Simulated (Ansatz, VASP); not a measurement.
# Two plane-wave programs on PbSe

The input INCAR:

```
ALGO = Normal
EDIFF = 1E-6
ENCUT = 520
GGA = PS
ISIF = 2
ISMEAR = 0
ISYM = 0
LASPH = T
LCHARG = F
LREAL = F
LWAVE = F
NBANDS = 17
NELM = 100
PREC = Accurate
SIGMA = 0.01
```

The input KPOINTS:

```
k-points
0
Gamma
  4 4 4
```

File POSCAR:

```
PbSe
1.0
    0.0000000000      3.4232041400      3.4232041400
    3.4232041400      0.0000000000      3.4232041400
    3.4232041400      3.4232041400      0.0000000000
Pb Se
1 1
Direct
    0.0000000000      0.0000000000      0.0000000000
    0.2500000000      0.2500000000      0.2500000000
```

Input for Ansatz:

```yaml
crystal:
  lattice:
    - [0.0, 3.42320414, 3.42320414]
    - [3.42320414, 0.0, 3.42320414]
    - [3.42320414, 3.42320414, 0.0]
  atoms:
    - { symbol: Pb, position: [0.0, 0.0, 0.0] }
    - { symbol: Se, position: [0.25, 0.25, 0.25] }
  symmetry: { detect: false }
kpoints:
  mp_grid: { grid: [4, 4, 4] }
hamiltonian:
  xc: pbesol
scf:
  occupations: { method: fixed }
  n_extra_bands: 4
output:
  forces: true
  stress: true
  eigenvalues: true
```

Alike in both runs: task single point; functional PBEsol; k mesh 4 × 4 × 4; no spin polarisation.

|  | VASP | Ansatz |
| --- | --- | --- |
| version | VASP 6.6.1 | Ansatz 0.2.0 |
| potentials or method | VASP PAW PBE potentials, release 64 (Pb_d, Se) | plane waves |
| plane-wave cutoff (eV) | 520 | 420 |
| occupations | gaussian, width 0.01 eV | fixed |
| valence electrons in the cell | 20 | 30 |

```tsv
	VASP	Ansatz	Ansatz less VASP
gap on the k mesh at the Fermi level (eV)	0.54	0.54	0.000
pressure (GPa)	-1.0	-0.9	+0.01
```

VASP's potentials were made for PBE, not for PBEsol. VASP's potentials hold 20 valence electrons a cell and Ansatz's 30, so a difference there can come from the potentials and not from the codes.

Spin-orbit coupling is off throughout.
